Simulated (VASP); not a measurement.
Here is a VASP 6.6.1 calculation.

File INCAR:

```
PREC = Accurate
ENCUT = 520
EDIFF = 1E-7
ISMEAR = 0
SIGMA = 0.1
LREAL = False
LASPH = True
NELM = 80
ALGO = Normal
ISIF = 2
LWAVE = False
LCHARG = False
GGA = PE
NBANDS = 16
```

File KPOINTS:

```
regular mesh
0
Gamma
  6 6 4
```

File POSCAR:

```
RbSr
1.0
    4.3275029730      0.0000000000      0.0000000000
   -2.1637514865      3.7477275096      0.0000000000
    0.0000000000      0.0000000000      8.5294261482
Rb Sr
1 1
Direct
    0.0000000000      0.0000000000      0.0000000000
    0.0000000000      0.0000000000      0.5000000000
```

Potentials or basis: VASP PAW PBE potentials, release 64 (Rb_sv, Sr_sv).

Launch:

```sh
$ cat potpaw_PBE.64/Rb_sv/POTCAR potpaw_PBE.64/Sr_sv/POTCAR > POTCAR
$ mpirun -np 1 vasp_std > vasp.out
```

Question: Estimate the pressure.

Answer: 0.1 GPa.

Question: Predict the band gap on the k mesh.

Answer: Zero (an odd number of electrons rules out a gap without spin polarisation).

Stress tensor (GPa, compression positive):
```
0.06 0.00 0.00
0.00 0.06 0.00
0.00 0.00 0.31
```
